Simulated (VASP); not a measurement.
A run of VASP 6.6.1 is set up as follows.

INCAR

```
SYSTEM = Mo
  PREC = Accurate
  ENCUT = 520
  EDIFF = 1E-6
  ISMEAR = 0
  SIGMA = 0.15
  LREAL = .False.
  LASPH = .True.
  NELM = 80
  ALGO = Fast
  ISIF = 2
  LWAVE = .False.
  LCHARG = .True.
  LELF = .True.
  LVHAR = .True.
  NBANDS = 13
```

The input KPOINTS:

```
Automatic mesh
0
Gamma
  20 20 20
  0 0 0
```

File POSCAR:

```
Mo
1.0
   -1.3223313170      1.7890364876      1.5556839023
    1.3223313170     -1.7890364876      1.5556839023
    1.3223313170      1.7890364876     -1.5556839023
Mo
1
Direct
    0.0000000000      0.0000000000      0.0000000000
```

Potentials or basis: VASP PAW LDA potentials, release 64 (Mo_sv).

Launch:

```sh
$ cat potpaw_LDA.64/Mo_sv/POTCAR > POTCAR
$ mpirun -np 1 vasp_std > vasp.out
```

(1) What does it give for the pressure?

(2) Estimate the band gap on the k mesh.

## Answers

(1) 14.2 GPa.

(2) zero (bands 7 and 8 overlap by 5.63 eV).

Caveat: the cell differs from its parent crystal (strain +e along x and -e along y -0.1500, strain +e along z and -e/2 along x and y +0.0000); the cell stands under pressure.
